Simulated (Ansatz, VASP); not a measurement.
One calculation of NbTe, two programs

The input INCAR:

```
PREC     = Accurate       # precision mode
ENCUT    = 520            # plane-wave cutoff, eV
EDIFF    = 1E-7           # SCF threshold, eV
ISMEAR   = 0              # smearing method
SIGMA    = 0.022          # smearing width, eV
LREAL    = F              # projectors in reciprocal space
LASPH    = T              # aspherical terms in the spheres
NELM     = 80             # most SCF steps
ALGO     = Normal         # electronic algorithm
ISIF     = 2              # what is computed and relaxed
LWAVE    = F              # write WAVECAR
LCHARG   = T              # write CHGCAR
GGA      = PE             # functional
LELF     = T              # ELF
LVHAR    = T            
NBANDS   = 16             # bands
```

File KPOINTS:

```
regular mesh
0
Gamma
  8 8 8
```

POSCAR

```
NbTe
1.0
    3.4257000000      0.0000000000      0.0000000000
    0.0000000000      3.4257000000      0.0000000000
    0.0000000000      0.0000000000      3.4257000000
Nb Te
1 1
Direct
    0.5000000000      0.5000000000      0.5000000000
    0.0000000000      0.0000000000      0.0000000000
```

input.yaml

```yaml
crystal:
  lattice:
    - [3.4257, 0.0, 0.0]
    - [0.0, 3.4257, 0.0]
    - [0.0, 0.0, 3.4257]
  atoms:
    - { symbol: Nb, position: [0.5, 0.5, 0.5] }
    - { symbol: Te, position: [0.0, 0.0, 0.0] }
hamiltonian:
  xc: pbe
  pseudopotentials: { kind: paw }
kpoints:
  mp_grid: { grid: [8, 8, 8] }
scf:
  occupations: { method: gaussian, width: 0.022 }
output:
  forces: true
  stress: true
  eigenvalues: true
  write_density: true
  write_potential: true
  elf: true
  volumetric_format: npy
```

Alike in both runs: task single point; functional PBE; k mesh 8 × 8 × 8; occupations gaussian, width 0.022 eV; no spin polarisation.

|  | VASP | Ansatz |
| --- | --- | --- |
| version | VASP 6.6.1 | Ansatz 0.2.0 |
| potentials or method | VASP PAW PBE potentials, release 64 (Nb_sv, Te) | Ansatz PAW |
| plane-wave cutoff (eV) | 520 | 420 |
| valence electrons in the cell | 19 | 29 |

Ansatz gave:

| Quantity | Value |
| --- | --- |
| gap on the k mesh at the Fermi level (eV) | none |
| pressure (GPa) | -0.1 |

Estimate VASP's values.

gap on the k mesh at the Fermi level (eV): none; pressure (GPa): -0.3.

A gap of «none» marks a metal or a gap that the smearing closes. VASP's potentials hold 19 valence electrons a cell and Ansatz's 29, so a difference there can come from the potentials and not from the codes.

Neither program's run includes spin-orbit coupling.
